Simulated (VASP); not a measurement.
# Sn3PdO8 (Cmmm) in VASP: single point with PBEsol+U

Aim: the single point of Sn3PdO8 with PBEsol+U.

Program: VASP 6.6.1. These are calculated values, not measurements. Logs are shortened: lines on timing, memory, paths and dates and some standing lists are left out, and cuts for length are marked.

**1. The cell of the first run**

It takes space group Cmmm (No. 65, orthorhombic). Conventional cell: a = 6.700 Å, b = 6.700 Å, c = 6.373 Å, α = 90.00°, β = 90.00°, γ = 90.00°. Within 2.7 Å of Pd (site symmetry mmm) lie 6 O at 2.01 Å. Within 2.7 Å of Sn (site symmetry mmm) lie 6 O at 2.07 Å. Sn (site symmetry mm2) has 6 O at 2.06 to 2.08 Å within 2.7 Å. Within 2.7 Å of O (site symmetry m2m) lie 1 Pd at 2.01 Å and 2 Sn at 2.06 Å and 1 O at 2.68 Å. Within 2.7 Å of O (site symmetry m2m) lie 3 Sn at 2.06 to 2.07 Å and 1 O at 2.57 Å. O (site symmetry m) has 1 Pd at 2.01 Å and 2 Sn at 2.07 to 2.08 Å and 1 O at 2.54 Å within 2.7 Å.

**2. Single point, PBEsol+U**

INCAR

```
ALGO = Normal
EDIFF = 1E-6
ENCUT = 700
GGA = PS
GGA_COMPAT = False
ISIF = 2
ISMEAR = 0
LASPH = True
LCHARG = False
LDAU = True
LDAUJ = 0 0 0
LDAUL = 2 -1 -1
LDAUPRINT = 1
LDAUTYPE = 2
LDAUU = 4 0 0
LMAXMIX = 4
LREAL = False
LWAVE = False
NBANDS = 66
NELM = 200
PREC = Accurate
SIGMA = 0.05
```

KPOINTS

```
k-points
0
Gamma
  4 4 3
```

POSCAR

```
Sn3PdO8
1.0
    4.7373500000      0.0000000000      0.0000000000
    0.0000000000      4.7373500000      0.0000000000
    0.0000000000      0.0000000000      6.3728000000
Pd Sn O
1 3 8
Direct
    0.0000000000      0.0000000000      1.0000000000
    0.0000000000      0.0000000000      0.5000000000
    0.5000000000      0.5000000000      0.2463965786
    0.5000000000      0.5000000000      0.7536034214
    0.3002803001      0.3002803001      1.0000000000
    0.3083640033      0.3083640033      0.5000000000
    0.1897046375      0.8102953625      0.2440860549
    0.1897046375      0.8102953625      0.7559139451
    0.6997196999      0.6997196999      1.0000000000
    0.6916359967      0.6916359967      0.5000000000
    0.8102953625      0.1897046375      0.2440860549
    0.8102953625      0.1897046375      0.7559139451
```

Potentials or basis: VASP PAW PBE potentials, release 64 (Pd_sv_GW, Sn_d, O).

Run with:

```bash
cat potpaw_PBE.64/Pd_sv_GW/POTCAR potpaw_PBE.64/Sn_d/POTCAR potpaw_PBE.64/O/POTCAR > POTCAR
mpirun -np 1 vasp_std > vasp.out
```

OUTCAR:

```text
EDIFF = 1E-6
   ENCUT = 700
   GGA = PS
   ISIF = 2
   ISMEAR = 0
   LASPH = True
   LREAL = False
   NELM = 200
   PREC = Accurate

 ion  position               nearest neighbor table
   1  0.000  0.000  0.000-   7 2.01   8 2.01  11 2.01  12 2.01   5 2.01   9 2.01   2 3.19   2 3.19

   2  0.000  0.000  0.500-   6 2.07  10 2.07   8 2.07   7 2.07  11 2.07  12 2.07   1 3.19   1 3.19
                             4 3.72   3 3.72   3 3.72   4 3.72   3 3.72   4 3.72   3 3.72   4 3.72
   3  0.500  0.500  0.246-   5 2.06   9 2.06   6 2.06  10 2.06   7 2.08  11 2.08   4 3.14   4 3.23
                             2 3.72   2 3.72   2 3.72   2 3.72
   4  0.500  0.500  0.754-   5 2.06   9 2.06   6 2.06  10 2.06   8 2.08  12 2.08   3 3.14   3 3.23
                             2 3.72   2 3.72   2 3.72   2 3.72
   5  0.300  0.300  0.000-   1 2.01   3 2.06   4 2.06
   6  0.308  0.308  0.500-   3 2.06   4 2.06   2 2.07
   7  0.190  0.810  0.244-   1 2.01   2 2.07   3 2.08
   8  0.190  0.810  0.756-   1 2.01   2 2.07   4 2.08
   9  0.700  0.700  0.000-   1 2.01   3 2.06   4 2.06
  10  0.692  0.692  0.500-   3 2.06   4 2.06   2 2.07
  11  0.810  0.190  0.244-   1 2.01   2 2.07   3 2.08
  12  0.810  0.190  0.756-   1 2.01   2 2.07   4 2.08

  LATTYP: Found a simple tetragonal cell.
 ALAT       =     4.7373500000
 C/A-ratio  =     1.3452246509

  Lattice vectors:

 A1 = (   4.7373500000,   0.0000000000,   0.0000000000)
 A2 = (   0.0000000000,   4.7373500000,   0.0000000000)
 A3 = (   0.0000000000,   0.0000000000,   6.3728000000)

Analysis of symmetry for initial positions (statically):
=====================================================================
 Subroutine PRICEL returns:
 Original cell was already a primitive cell.

 Routine SETGRP: Setting up the symmetry group for a
 simple tetragonal supercell.

 Subroutine GETGRP returns: Found  8 space group operations
[... 191 lines left out ...]
  o =  0.4430  v =  0.8243 -0.0000 -0.5662  0.0000 -0.0000  0.0000  0.0000  0.0000  0.0000  0.0000      0.0000  0.0000  0.0000  0.0000  0.0000  0.0000  0.0000  0.0000  0.0000  0.0000
  o =  0.4430  v =  0.0000  0.0000  0.0000  0.0000  0.0000  0.8243 -0.0000 -0.5662  0.0000 -0.0000      0.0000  0.0000  0.0000  0.0000  0.0000  0.0000  0.0000  0.0000  0.0000  0.0000
  o =  0.4627  v =  0.0000  0.7071 -0.0000 -0.7071  0.0000  0.0000  0.0000  0.0000  0.0000  0.0000      0.0000  0.0000  0.0000  0.0000  0.0000  0.0000  0.0000  0.0000  0.0000  0.0000
  o =  0.4627  v =  0.0000  0.0000  0.0000  0.0000  0.0000  0.0000  0.7071 -0.0000 -0.7071  0.0000      0.0000  0.0000  0.0000  0.0000  0.0000  0.0000  0.0000  0.0000  0.0000  0.0000
  o =  0.8764  v = -0.5662 -0.0000 -0.8243 -0.0000 -0.0000  0.0000  0.0000  0.0000  0.0000  0.0000      0.0000  0.0000  0.0000  0.0000  0.0000  0.0000  0.0000  0.0000  0.0000  0.0000
  o =  0.8764  v =  0.0000  0.0000  0.0000  0.0000  0.0000 -0.5662 -0.0000 -0.8243 -0.0000 -0.0000      0.0000  0.0000  0.0000  0.0000  0.0000  0.0000  0.0000  0.0000  0.0000  0.0000
  o =  0.8875  v = -0.0000  0.7071 -0.0000  0.7071 -0.0000  0.0000  0.0000  0.0000  0.0000  0.0000      0.0000  0.0000  0.0000  0.0000  0.0000  0.0000  0.0000  0.0000  0.0000  0.0000
  o =  0.8875  v =  0.0000  0.0000  0.0000  0.0000  0.0000 -0.0000  0.7071 -0.0000  0.7071 -0.0000      0.0000  0.0000  0.0000  0.0000  0.0000  0.0000  0.0000  0.0000  0.0000  0.0000
  o =  0.8922  v =  0.0000  0.0000  0.0000  0.0000  0.0000  0.0000 -0.0000  0.0000 -0.0000 -1.0000      0.0000  0.0000  0.0000  0.0000  0.0000  0.0000  0.0000  0.0000  0.0000  0.0000
  o =  0.8922  v =  0.0000 -0.0000  0.0000 -0.0000 -1.0000  0.0000  0.0000  0.0000  0.0000  0.0000      0.0000  0.0000  0.0000  0.0000  0.0000  0.0000  0.0000  0.0000  0.0000  0.0000

 number of electron     108.0000005 magnetization

 Free energy of the ion-electron system (eV)
  ---------------------------------------------------
  ext. energy  EPLUGINS =         0.00000000
  ---------------------------------------------------
  free energy    TOTEN  =       -72.16537680 eV

  energy without entropy =      -72.16537680  energy(sigma->0) =      -72.16537680

 E-fermi :   5.5532     XC(G=0): -11.5450

 val. band max:        5.3392166216   @ k =   0.5000   0.5000   0.3333
 cond. band min:       6.2356870826   @ k =   0.5000   0.5000   0.0000
 fundamental gap:      0.8964704609
 Fermi energy:         5.5531994828

 k-point     1 :       0.0000    0.0000    0.0000
  band No.  band energies     occupation
      1     -79.9286      2.00000
      2     -45.7561      2.00000
      3     -45.5933      2.00000
      4     -45.4878      2.00000
      5     -15.6205      2.00000
      6     -15.5490      2.00000
[... 955 lines left out ...]
     65      15.6220      0.00000
     66      15.9453      0.00000

------------------------ aborting loop because EDIFF is reached ----------------------------------------

  FORCE on cell =-STRESS in cart. coord.  units (eV):
  Direction    XX          YY          ZZ          XY          YZ          ZX
  --------------------------------------------------------------------------------------
  -------------------------------------------------------------------------------------
  Total       -2.4348548     -2.4348548     -1.0381852     -0.8221546      0.0000000      0.0000000
  in kB      -27.2761093    -27.2761093    -11.6301197     -9.2100681      0.0000000      0.0000000
  external PRESSURE =     -22.0607794 kB  Pullay stress =       0.0000000 kB

 VOLUME and BASIS-vectors are now :
 -----------------------------------------------------------------------------
  energy-cutoff  :      700.00
  volume of cell :      143.02
      direct lattice vectors                 reciprocal lattice vectors
     4.737350000  0.000000000  0.000000000     0.211088478  0.000000000  0.000000000
     0.000000000  4.737350000  0.000000000     0.000000000  0.211088478  0.000000000
     0.000000000  0.000000000  6.372800000     0.000000000  0.000000000  0.156916897

 POSITION                                       TOTAL-FORCE (eV/Angst)
 -----------------------------------------------------------------------------------
      0.00000      0.00000      0.00000        -0.000000     -0.000000      0.000000
      0.00000      0.00000      3.18640        -0.000000     -0.000000      0.000000
      2.36868      2.36868      1.57024        -0.000000     -0.000000      0.028517
      2.36868      2.36868      4.80256        -0.000000     -0.000000     -0.028517
      1.42253      1.42253      0.00000        -0.097259     -0.097259      0.000000
      1.46083      1.46083      3.18640        -0.014053     -0.014053     -0.000000
      0.89870      3.83865      1.55551        -0.032271      0.032271     -0.101687
      0.89870      3.83865      4.81729        -0.032271      0.032271      0.101687
      3.31482      3.31482      0.00000         0.097259      0.097259      0.000000
      3.27652      3.27652      3.18640         0.014053      0.014053      0.000000
      3.83865      0.89870      1.55551         0.032271     -0.032271     -0.101687
      3.83865      0.89870      4.81729         0.032271     -0.032271      0.101687
 -----------------------------------------------------------------------------------
    total drift:                               -0.000000     -0.000000      0.000000

  FREE ENERGIE OF THE ION-ELECTRON SYSTEM (eV)
  ---------------------------------------------------
  free  energy   TOTEN  =       -72.1653768004 eV

  energy  without entropy=      -72.1653768004  energy(sigma->0) =      -72.16537680
```

OSZICAR:

```text
N       E                     dE             d eps       ncg     rms          rms(c)
DAV:   1     0.216904283858E+04    0.21690E+04   -0.59735E+04  2112   0.301E+03
DAV:   2     0.435445800603E+03   -0.17336E+04   -0.16410E+04  1848   0.987E+02
DAV:   3    -0.394122400552E+02   -0.47486E+03   -0.45540E+03  2344   0.393E+02
DAV:   4    -0.870231002869E+02   -0.47611E+02   -0.46348E+02  2408   0.137E+02
DAV:   5    -0.897806080356E+02   -0.27575E+01   -0.27266E+01  2784   0.379E+01    0.441E+01
DAV:   6    -0.772400869401E+02    0.12541E+02   -0.15717E+02  2872   0.103E+02    0.362E+01
DAV:   7    -0.720008475846E+02    0.52392E+01   -0.21412E+01  2736   0.574E+01    0.316E+01
DAV:   8    -0.721962093111E+02   -0.19536E+00   -0.25104E+00  2528   0.830E+00    0.110E+01
DAV:   9    -0.721555825381E+02    0.40627E-01   -0.20599E-01  3144   0.690E+00    0.240E+00
DAV:  10    -0.721653837555E+02   -0.98012E-02   -0.81883E-02  2528   0.156E+00    0.470E-01
DAV:  11    -0.721651454553E+02    0.23830E-03   -0.25664E-03  2776   0.642E-01    0.307E-01
DAV:  12    -0.721653660908E+02   -0.22064E-03   -0.70713E-04  3104   0.237E-01    0.720E-02
DAV:  13    -0.721653764777E+02   -0.10387E-04   -0.69340E-05  2960   0.828E-02    0.460E-02
DAV:  14    -0.721653765946E+02   -0.11691E-06   -0.11467E-05  2576   0.291E-02    0.142E-02
DAV:  15    -0.721653768004E+02   -0.20583E-06   -0.76689E-07  1344   0.903E-03
   1 F= -.72165377E+02 E0= -.72165377E+02  d E =-.140991E-10
```

It took 4.9 min on 1 thread of Intel Xeon Platinum 8259CL at 2.50GHz (Skylake/Cascade Lake), shared host; peak memory 0.42 GiB.

What came out:

| Quantity | Value |
| --- | --- |
| Free energy | -72.1654 eV |
| Pressure | -2.2 GPa |
| Largest force | 0.138 eV/Å |
| Band gap on the k mesh | 0.90 eV (least direct gap 0.91 eV) |

Forces in eV/Å, atoms in the order of the input:
```
Pd   0.000  0.000  0.000
Sn   0.000  0.000  0.000
Sn   0.000  0.000  0.029
Sn   0.000  0.000 -0.029
O   -0.097 -0.097  0.000
O   -0.014 -0.014  0.000
O   -0.032  0.032 -0.102
O   -0.032  0.032  0.102
O    0.097  0.097  0.000
O    0.014  0.014  0.000
O    0.032 -0.032 -0.102
O    0.032 -0.032  0.102
```

Stress tensor (GPa, compression positive):
```
-2.73 -0.92  0.00
-0.92 -2.73  0.00
 0.00  0.00 -1.16
```

Eigenvalues of the final occupation matrices:
| site | spin | trace | eigenvalues |
| --- | --- | --- | --- |
| site 1 d | 1 | 3.56 | 0.44 0.46 0.88 0.89 0.89 |
| site 1 d | 2 | 3.56 | 0.44 0.46 0.88 0.89 0.89 |

Caveat: the PAW data sets were made with another functional, which shifts forces and pressure a little; spin-orbit coupling is left out, which moves the levels of the heavy elements. A k mesh can miss the band edges.
